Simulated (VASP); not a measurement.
MgSi, 2 atoms in the cell. It takes space group P4/mmm (No. 123, tetragonal). Conventional cell: a = 2.817 Å, b = 2.817 Å, c = 4.373 Å, α = 90.00°, β = 90.00°, γ = 90.00°. Mg (site symmetry 4/mmm) has 4 Mg at 2.82 Å and 8 Si at 2.96 Å within 3.7 Å. Within 3.7 Å of Si (site symmetry 4/mmm) lie 4 Si at 2.82 Å and 8 Mg at 2.96 Å.  This cell differs from its parent crystal: ratio of the length along z to the lengths across it x 1.1, volume and fractional coordinates fixed.

| Quantity | Value |
| --- | --- |
| Program | VASP 6.6.1 |
| Task | single point |
| Functional | LDA |
| Potentials or basis | VASP PAW LDA potentials, release 64 (Mg, Si) |
| Cutoff | 520 eV |
| k mesh | 18 × 18 × 14 |
| Occupations | gaussian, width 0.15 eV |
| Spin | no spin polarisation |
| Dipole correction | no |
| Further INCAR settings | ALGO = Normal; EDIFF = 1e-07; NBANDS = 10 |

Potentials or basis: VASP PAW LDA potentials, release 64 (Mg, Si).

The run is started by

```bash
$ cat potpaw_LDA.64/Mg/POTCAR potpaw_LDA.64/Si/POTCAR > POTCAR
$ mpirun -np 1 vasp_std > vasp.out
```

Hardware: 1 thread of AMD EPYC 9R45 96-Core Processor (Zen 5), with other jobs on the host.

Q: Estimate the wall time of this run.

A: Run time: 72 s on 1 thread of AMD EPYC 9R45 96-Core Processor (Zen 5) (shared host), peak memory 0.25 GiB. Counts: scf iterations 12, k points 440.
